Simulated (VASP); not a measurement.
Here is a VASP 6.6.1 calculation.

File INCAR:

```
SYSTEM = MgI2
PREC = Accurate
ENCUT = 520
EDIFF = 1E-6
ISMEAR = 0
SIGMA = 0.05
LREAL = .False.
LASPH = .True.
NELM = 60
ALGO = Normal
ISIF = 2
LWAVE = .False.
LCHARG = .False.
GGA = PE
NBANDS = 15
```

The input KPOINTS:

```
regular mesh
0
Gamma
  6 6 4
  0 0 0
```

File POSCAR:

```
MgI2
1.0
    4.1537001214      0.0000000000      0.0000000000
   -2.0768500607      3.5972098248      0.0000000000
    0.0000000000      0.0000000000      6.8620000000
Mg I
1 2
Direct
    0.0000000000      0.0000000000      0.0000000000
    0.2622062337      0.6311031168      0.8093472254
    0.5955395670      0.2977697835      0.2940872254
```

Potentials or basis: VASP PAW PBE potentials, release 64 (Mg, I).

Launch:

```bash
$ cat potpaw_PBE.64/Mg/POTCAR potpaw_PBE.64/I/POTCAR > POTCAR
$ mpirun -np 1 vasp_std > vasp.out
```

(1) Predict the largest force.

(2) What does it give for the pressure?

Results:

(1) 2.197 eV/Å.

(2) 2.8 GPa.

Caveat: the cell differs from its parent crystal (all I atoms moved +0.438 Å, as atom 2 towards its neighbour atom 3 (I) at 4.101 Å); this functional lacks dispersion, which binds the layers, so the pressure and a relaxed spacing across them are unreliable; forces of over 1 eV/Å act on the atoms, so gaps and moduli don't describe the material at rest.
